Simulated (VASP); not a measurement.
A run of VASP 6.6.1 is set up as follows.

Contents of INCAR:

```
  PREC = Accurate
  ENCUT = 520
  EDIFF = 1E-6
  ISMEAR = 0
  SIGMA = 0.05
  LREAL = False
  LASPH = True
  NELM = 60
  ALGO = Normal
  ISIF = 2
  LWAVE = False
  LCHARG = True
  GGA = PS
  LELF = True
  LVHAR = True
  NBANDS = 12
```

Contents of KPOINTS:

```
Automatic mesh
0
Gamma
  10 10 10
```

Contents of POSCAR:

```
Cd
1.0
    1.6080291515      0.9283960635      2.4492874100
   -1.6080291515      0.9283960635      2.4492874100
    0.0000000000     -1.8567921270      2.4492874100
Cd
1
Direct
    0.0000000000      0.0000000000      0.0000000000
```

Potentials or basis: VASP PAW PBE potentials, release 64 (Cd).

Command:

```console
$ cat potpaw_PBE.64/Cd/POTCAR > POTCAR
$ mpirun -np 1 vasp_std > vasp.out
```

(1) Estimate the band gap on the k mesh.

(2) Estimate the pressure.

Answers

(1) zero (band 6 reaches 3.90 eV, above the bottom of band 7 at 1.00 eV).

(2) -1.9 GPa.

Caveat: the PAW data sets were made with another functional, which shifts forces and pressure a little.
